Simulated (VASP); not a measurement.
# Ir in VASP: notebook

Ir is run at these levels: PBE; tasks: single point.

Everything below comes from runs of VASP 6.6.1. Logs are shortened: lines on timing, memory, paths and dates and some standing lists are left out, and cuts for length are marked.

## 1. The cell of the first run

The cell holds a slab with vacuum, 5 atoms: a = 2.737 Å, b = 2.737 Å, c = 23.939 Å, α = 90.00°, β = 90.00°, γ = 120.00°.

## 2. Single point, PBE

The input, INCAR:

```
ALGO = Fast
DIPOL = 0.5 0.5 0.500
EDIFF = 1E-6
ENCUT = 520
GGA = PE
IDIPOL = 3
ISIF = 2
ISMEAR = -1
LASPH = T
LCHARG = T
LDIPOL = T
LELF = T
LREAL = F
LVACPOTAV = T
LVHAR = T
LWAVE = F
NBANDS = 30
NELM = 60
PREC = Accurate
SIGMA = 0.3
```

The input, KPOINTS:

```
k-points
0
Gamma
  15 15 1
```

The input, POSCAR:

```
Ir
1.0
    2.7369673410      0.0000000000      0.0000000000
   -1.3684836705      2.3702832466      0.0000000000
    0.0000000000      0.0000000000     23.9388979041
Ir
5
Direct
    0.6666666667      0.3333333333      0.3132976309
    0.3333333333      0.6666666667      0.4066488155
    0.0000000000      0.0000000000      0.5000000000
    0.6666666667      0.3333333333      0.5933511845
    0.3333333333      0.6666666667      0.6867023691
```

Potentials or basis: VASP PAW PBE potentials, release 64 (Ir).

Started as:

```bash
> cat potpaw_PBE.64/Ir/POTCAR > POTCAR
> mpirun -np 1 vasp_std > vasp.out
```

OUTCAR:

```text
EDIFF = 1E-6
   ENCUT = 520
   GGA = PE
   ISIF = 2
   ISMEAR = -1
   LASPH = T
   LREAL = F
   NELM = 60
   PREC = Accurate

 ion  position               nearest neighbor table
   1  0.667  0.333  0.313-   2 2.74   2 2.74   2 2.74
   2  0.333  0.667  0.407-   3 2.74   3 2.74   3 2.74   1 2.74   1 2.74   1 2.74
   3  0.000  0.000  0.500-   2 2.74   4 2.74   2 2.74   4 2.74   4 2.74   2 2.74
   4  0.667  0.333  0.593-   3 2.74   3 2.74   3 2.74   5 2.74   5 2.74   5 2.74
   5  0.333  0.667  0.687-   4 2.74   4 2.74   4 2.74

  LATTYP: Found a hexagonal cell.
 ALAT       =     2.7369673410
 C/A-ratio  =     8.7465047703

  Lattice vectors:

 A1 = (   2.7369673410,   0.0000000000,   0.0000000000)
 A2 = (  -1.3684836705,   2.3702832466,   0.0000000000)
 A3 = (   0.0000000000,   0.0000000000,  23.9388979041)

Analysis of symmetry for initial positions (statically):
=====================================================================
 Subroutine PRICEL returns:
 Original cell was already a primitive cell.

 Routine SETGRP: Setting up the symmetry group for a
 hexagonal supercell.

 Subroutine GETGRP returns: Found 12 space group operations
 (whereof 12 operations were pure point group operations)
 out of a pool of 24 trial point group operations.

The static configuration has the point symmetry D_3d.

Analysis of symmetry for dynamics (positions and initial velocities):
=====================================================================
 Subroutine PRICEL returns:
 Original cell was already a primitive cell.

 Routine SETGRP: Setting up the symmetry group for a
 hexagonal supercell.

 Subroutine GETGRP returns: Found 12 space group operations
 (whereof 12 operations were pure point group operations)
 out of a pool of 24 trial point group operations.

The dynamic configuration has the point symmetry D_3d.

 Subroutine INISYM returns: Found 12 space group operations
 (whereof 12 operations are pure point group operations),
 and found     1 'primitive' translations

----------------------------------------------------------------------------------------

                                     Primitive cell

  volume of cell :     155.3009

  direct lattice vectors                    reciprocal lattice vectors
     2.736967341  0.000000000  0.000000000     0.365367896  0.210945253  0.000000000
    -1.368483671  2.370283247  0.000000000     0.000000000  0.421890507  0.000000000
     0.000000000  0.000000000 23.938897904     0.000000000  0.000000000  0.041773017

  length of vectors
     2.736967341  2.736967341 23.938897904     0.421890507  0.421890507  0.041773017

  position of ions in fractional coordinates (direct lattice)
     0.666666667  0.333333333  0.313297631
     0.333333333  0.666666667  0.406648815
     0.000000000  0.000000000  0.500000000
     0.666666667  0.333333333  0.593351185
     0.333333333  0.666666667  0.686702369

  ion indices of the primitive-cell ions
   primitive index   ion index
                 1           1
                 2           2
                 3           3
                 4           4
                 5           5

----------------------------------------------------------------------------------------

 KPOINTS: k-points

Automatic generation of k-mesh.
 Grid dimensions read from file:
 generate k-points for:   15   15    1

 Generating k-lattice:

  Cartesian coordinates                     Fractional coordinates (reciprocal lattice)
     0.024357860  0.014063017  0.000000000     0.066666667  0.000000000  0.000000000
     0.000000000  0.028126034  0.000000000     0.000000000  0.066666667  0.000000000
     0.000000000  0.000000000  0.041773017     0.000000000  0.000000000  1.000000000

  Length of vectors
     0.028126034  0.028126034  0.041773017

  Shift w.r.t. Gamma in fractional coordinates (k-lattice)
     0.000000000  0.000000000  0.000000000

 Subroutine IBZKPT returns following result:
 ===========================================

 Found     27 irreducible k-points:

 Following reciprocal coordinates:
            Coordinates               Weight
  0.000000  0.000000  0.000000      1.000000
  0.066667 -0.000000  0.000000      6.000000
  0.133333  0.000000  0.000000      6.000000
  0.200000 -0.000000  0.000000      6.000000
  0.266667  0.000000  0.000000      6.000000
  0.333333  0.000000  0.000000      6.000000
[... 16 lines left out ...]
  0.333333  0.200000  0.000000     12.000000
  0.400000  0.200000  0.000000      6.000000
 [... further k-points ...]
   k-points           NKPTS =     27   k-points in BZ     NKDIM =     27   number of bands    NBANDS=     30
   number of dos      NEDOS =    301   number of ions     NIONS =      5
   total plane-waves  NPLWV =  72000
   dimension x,y,z NGX =    20 NGY =   20 NGZ =  180
   dimension x,y,z NGXF=    40 NGYF=   40 NGZF=  360
   ions per type =               5
   NGX,Y,Z   is equivalent  to a cutoff of  12.15, 12.15, 12.50 a.u.
   NGXF,Y,Z  is equivalent  to a cutoff of  24.30, 24.30, 25.00 a.u.
 SYSTEM =  unknown system
   PREC   = accura    normal or accurate (medium, high low for compatibility)
   ISTART =      0    job   : 0-new  1-cont  2-samecut
   ICHARG =      2    charge: 1-file 2-atom 10-const
   ISPIN  =      1    spin polarized calculation?
   LNONCOLLINEAR =      F non collinear calculations
   LSORBIT =      F    spin-orbit coupling
   LASPH  =      T    aspherical Exc in radial PAW
   ENCUT  =  520.0 eV  38.22 Ry    6.18 a.u.   5.09  5.09 44.51*2*pi/ulx,y,z
   NELM   =     60;   NELMIN=  2; NELMDL= -5     # of ELM steps
   EDIFF  = 0.1E-05   stopping-criterion for ELM
   LREAL  =      F    real-space projection
   EDIFFG = 0.1E-04   stopping-criterion for IOM
   NSW    =      0    number of steps for IOM
   IBRION =     -1    ionic relax: 0-MD 1-quasi-New 2-CG
   NFREE  =      0    steps in history (QN), initial steepest desc. (CG)
   ISIF   =      2    stress and relaxation
   ISYM   =      2    0-nonsym 1-usesym 2-fastsym
   POTIM  = 0.5000    time-step for ionic-motion
   TEBEG  =    0.0;   TEEND  =   0.0 temperature during run
   PSTRESS=    0.0 pullay stress
   NELECT =      45.0000    total number of electrons
   NUPDOWN=      -1.0000    fix difference up-down
   EMIN   =  10.00;   EMAX   =-10.00  energy-range for DOS
   EFERMI =   0.00;   METHOD = LEGACY
   ISMEAR =    -1;   SIGMA  =   0.30  broadening in eV -4-tet -1-fermi 0-gaus
   EFERMI_NEDOS =   21; number of points for ismear=-14 and -15
   IALGO  =     68    algorithm
   IMIX   =      4    mixing-type and parameters
     AMIX     =   0.40;   BMIX     =  1.00
     AMIX_MAG =   1.60;   BMIX_MAG =  1.00
  volume/ion in A,a.u.               =      31.06       209.60
  Fermi-wavevector in a.u.,A,eV,Ry     =   1.083314  2.047167 15.967377  1.173569
  Thomas-Fermi vector in A             =   2.219377
   LORBIT       =      0    0 simple, 1 ext, 2 COOP (PROOUT), +10 PAW based schemes
   GGA     = PE    functional components
   LHFCALC =     F    Hartree Fock is set to
   AEXX    =    0.0000 exact exchange contribution
   IVDW    =     0    specifies the selected vdW correction
   LEPSILON=     F    determine dielectric tensor
   LRPA    =     F    only Hartree local field effects (RPA)
 non-spin polarized calculation
 RMM-DIIS sequential band-by-band and
  energy-cutoff  :      520.00
  volume of cell :      155.30
 maximum number of plane-waves:      4221
   NGX = 11   NGY = 11   NGZ = 89

 dipolmoment           0.000000      0.000000      0.000000 electrons x Angstroem

 number of electron      45.0000001 magnetization

 dipolmoment           0.000000      0.000000     -0.000000 electrons x Angstroem

 Free energy of the ion-electron system (eV)
  ---------------------------------------------------
  ext. energy  EPLUGINS =         0.00000000
  ---------------------------------------------------
  free energy    TOTEN  =       -43.27264247 eV

  energy without entropy =      -41.48060511  energy(sigma->0) =      -42.37662379

 E-fermi :   1.6805     XC(G=0):  -7.2916

 val. band max:        1.6763102561   @ k =   0.2667   0.0000   0.0000
 cond. band min:       1.6831353070   @ k =   0.3333   0.1333   0.0000
 fundamental gap:      0.0068250509
 Fermi energy:         1.6805398163

 k-point     1 :       0.0000    0.0000    0.0000
  band No.  band energies     occupation
      1      -8.7358      2.00000
      2      -7.6839      2.00000
      3      -6.5196      2.00000
      4      -5.8812      2.00000
      5      -5.8186      2.00000
      6      -2.2604      2.00000
[... 22 lines left out ...]
     29       2.0062      0.50494
     30       2.4747      0.13231

 k-point     2 :       0.0667   -0.0000    0.0000
  band No.  band energies     occupation
      1      -8.5673      2.00000
      2      -7.5197      2.00000
      3      -6.3521      2.00000
      4      -5.7175      2.00000
      5      -5.6479      2.00000
      6      -2.4194      2.00000
[... 22 lines left out ...]
     29       2.4881      0.12691
     30       2.6546      0.07489

 k-point     3 :       0.1333    0.0000    0.0000
  band No.  band energies     occupation
      1      -8.0839      2.00000
      2      -7.0585      2.00000
      3      -5.8912      2.00000
      4      -5.2689      2.00000
      5      -5.1758      2.00000
      6      -2.8658      2.00000
[... 22 lines left out ...]
     29       2.5229      0.11378
     30       3.5938      0.00339

 k-point     4 :       0.2000   -0.0000    0.0000
  band No.  band energies     occupation
      1      -7.3624      2.00000
      2      -6.4119      2.00000
      3      -5.3154      2.00000
      4      -4.7281      2.00000
      5      -4.5482      2.00000
      6      -3.4147      2.00000
[... 616 lines left out ...]
     29       5.8962      0.00000
     30       7.6250      0.00000

 k-point    23 :       0.3333    0.2000    0.0000
  band No.  band energies     occupation
      1      -4.8770      2.00000
      2      -4.8564      2.00000
      3      -4.2848      2.00000
      4      -4.1253      2.00000
      5      -4.0865      2.00000
      6      -3.6549      2.00000
[... 22 lines left out ...]
     29       7.2458      0.00000
     30       8.0546      0.00000

 k-point    24 :       0.4000    0.2000    0.0000
  band No.  band energies     occupation
      1      -4.9312      2.00000
      2      -4.8427      2.00000
      3      -4.2870      2.00000
      4      -4.1621      2.00000
      5      -4.0596      2.00000
      6      -3.6324      2.00000
[... 22 lines left out ...]
     29       7.1601      0.00000
     30       7.6612      0.00000

 [... further k-points ...]

------------------------ aborting loop because EDIFF is reached ----------------------------------------

  FORCE on cell =-STRESS in cart. coord.  units (eV):
  Direction    XX          YY          ZZ          XY          YZ          ZX
  --------------------------------------------------------------------------------------
  -------------------------------------------------------------------------------------
  Total       -2.8217752     -2.8217752     -0.9857060      0.0000000      0.0000000      0.0000000
  in kB      -29.1111241    -29.1111241    -10.1691340      0.0000000      0.0000000      0.0000000
  external PRESSURE =     -22.7971274 kB  Pullay stress =       0.0000000 kB

 VOLUME and BASIS-vectors are now :
 -----------------------------------------------------------------------------
  energy-cutoff  :      520.00
  volume of cell :      155.30
      direct lattice vectors                 reciprocal lattice vectors
     2.736967341  0.000000000  0.000000000     0.365367896  0.210945253  0.000000000
    -1.368483671  2.370283247  0.000000000     0.000000000  0.421890507  0.000000000
     0.000000000  0.000000000 23.938897904     0.000000000  0.000000000  0.041773017

 POSITION                                       TOTAL-FORCE (eV/Angst)
 -----------------------------------------------------------------------------------
      1.36848      0.79009      7.50000        -0.000000     -0.000000      0.250077
     -0.00000      1.58019      9.73472         0.000000      0.000000     -0.290087
      0.00000      0.00000     11.96945         0.000000      0.000000      0.000000
      1.36848      0.79009     14.20417         0.000000     -0.000000      0.290087
     -0.00000      1.58019     16.43890        -0.000000      0.000000     -0.250077
 -----------------------------------------------------------------------------------
    total drift:                                0.000000     -0.000000     -0.000000

  FREE ENERGIE OF THE ION-ELECTRON SYSTEM (eV)
  ---------------------------------------------------
  free  energy   TOTEN  =       -43.2726424746 eV

  energy  without entropy=      -41.4806051106  energy(sigma->0) =      -42.37662379

 vacuum level on the upper side and lower side of the slab         7.182         7.182
```

Wall time 3.3 min (1 thread of Intel Xeon Platinum 8259CL at 2.50GHz (Skylake/Cascade Lake), shared host); peak memory 0.3 GiB.

Results:

```yaml
Free_energy: -43.2726 eV
Largest_force: 0.290 eV/Å
```

Forces in eV/Å, atoms in the order of the input:
```
Ir   0.000  0.000  0.250
Ir   0.000  0.000 -0.290
Ir   0.000  0.000  0.000
Ir   0.000  0.000  0.290
Ir   0.000  0.000 -0.250
```

Levels at points of the mesh, in eV from the Fermi level:
```csv
k point,band 20,band 21,band 22,band 23,band 24,band 25
"(0.00, 0.00, 0.00)",-1.14,-1.14,-0.99,-0.99,-0.44,-0.44
```

Caveat: spin-orbit coupling is left out, which moves the levels of the heavy elements.

[end of part 1 of 2]
